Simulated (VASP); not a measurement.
Runs of VASP 6.6.1 on AlN (rock salt). The structure is that of space group Fm-3m (No. 225), or close to it. The cells are those of the table. 

```csv
cell,gap on the mesh (eV),pressure (GPa)
"a = 2.870 Å, angles 60.0°, 2 atoms",4.50,1.9
"a = 2.751 Å, angles 60.0°, 2 atoms",5.08,44.1
"a = 2.898 Å, angles 60.0°, 2 atoms",4.22,-5.3
"a = 2.782 Å, angles 60.0°, 2 atoms",(b),31.1
"a = 2.841 Å, angles 60.0°, 2 atoms",4.79,10.2
"a = 2.812 Å, angles 60.0°, 2 atoms",5.10,(a)
```

Alike in all rows: task single point; level PBE; potentials or basis VASP PAW PBE potentials, release 64 (Al, N); no spin polarisation; k mesh 10 × 10 × 10; cutoff (eV) 600; smearing gaussian 0.01 eV.

Question: Fill in the values left out.

Answer: (a) 19.8; (b) 5.15.

A k mesh can miss the band edges.
